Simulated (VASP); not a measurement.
A run of VASP 6.6.1:

INCAR

```
SYSTEM = Mn
PREC = Accurate
ENCUT = 520
EDIFF = 1E-7
ISMEAR = -1
SIGMA = 0.05
LREAL = .FALSE.
LASPH = .TRUE.
NELM = 150
ALGO = Normal
ISIF = 2
LWAVE = .FALSE.
LCHARG = .TRUE.
ISPIN = 2
MAGMOM = -0.839
LORBIT = 11
LMAXMIX = 4
GGA = PE
LELF = .TRUE.
LVHAR = .TRUE.
NBANDS = 16
```

The input KPOINTS:

```
regular mesh
0
G
  18 18 18
  0 0 0
```

Contents of POSCAR:

```
Mn
1.0
   -1.4159047809      1.4159047809      1.4159047809
    1.4159047809     -1.4159047809      1.4159047809
    1.4159047809      1.4159047809     -1.4159047809
Mn
1
Direct
    0.0000000000      0.0000000000      0.0000000000
```

Potentials or basis: VASP PAW PBE potentials, release 64 (Mn_pv).

Launch:

```console
$ cat potpaw_PBE.64/Mn_pv/POTCAR > POTCAR
$ mpirun -np 1 vasp_std > vasp.out
```

Hardware: 1 thread of Intel(R) Xeon(R) Platinum 8559C (Emerald Rapids), on a shared host.

Q: How long does it take, and how much memory?

A: Wall time 39 s on 1 thread of Intel(R) Xeon(R) Platinum 8559C (Emerald Rapids) (shared host), peak memory 0.16 GiB. Counts: scf iterations 16, k points 195.
